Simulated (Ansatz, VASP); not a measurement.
K: VASP beside Ansatz

File INCAR:

```
SYSTEM = K
PREC = Accurate ; ENCUT = 520
EDIFF = 1E-7 ; ISMEAR = -1
SIGMA = 0.05 ; LREAL = .FALSE.
LASPH = .TRUE. ; NELM = 60
ALGO = Fast ; ISIF = 2
LWAVE = .FALSE. ; LCHARG = .FALSE.
GGA = PE ; NBANDS = 16
```

KPOINTS

```
regular mesh
0
G
  9 9 9
  0 0 0
```

File POSCAR:

```
K
1.0
   -2.2081090471      2.2081090471      8.0458679461
    2.2081090471     -2.2081090471      8.0458679461
    2.2081090471      2.2081090471     -8.0458679461
K
2
Direct
    0.5000000000      0.5000000000      0.0000000000
    0.2500000000      0.7500000000      0.5000000000
```

input.yaml

```yaml
crystal:
  lattice:
    - [-2.2081090471, 2.2081090471, 8.0458679461]
    - [2.2081090471, -2.2081090471, 8.0458679461]
    - [2.2081090471, 2.2081090471, -8.0458679461]
  atoms:
    - { symbol: K, position: [0.5, 0.5, 0.0] }
    - { symbol: K, position: [0.25, 0.75, 0.5] }
hamiltonian:
  xc: pbe
  pseudopotentials: { kind: paw }
kpoints:
  mp_grid: { grid: [9, 9, 9] }
scf:
  occupations: { method: fermi_dirac, width: 0.05 }
output:
  forces: true
  stress: true
  eigenvalues: true
```

Alike in both runs: task single point; functional PBE; k mesh 9 × 9 × 9; occupations fermi-dirac, width 0.05 eV; no spin polarisation.

|  | VASP | Ansatz |
| --- | --- | --- |
| version | VASP 6.6.1 | Ansatz 0.2.0 |
| potentials or method | VASP PAW PBE potentials, release 64 (K_sv) | Ansatz PAW |
| plane-wave cutoff (eV) | 520 | 420 |
| valence electrons in the cell | 18 | 18 |

VASP gave:

- gap on the k mesh at the Fermi level (eV): none
- pressure (GPa): -0.1
- traceless stress, the component that is largest in VASP (GPa): -0.05

Which values does Ansatz return?

gap on the k mesh at the Fermi level (eV): none; pressure (GPa): -0.1; traceless stress, the component that is largest in VASP (GPa): -0.06.

A gap of «none» marks a metal or a gap that the smearing closes.
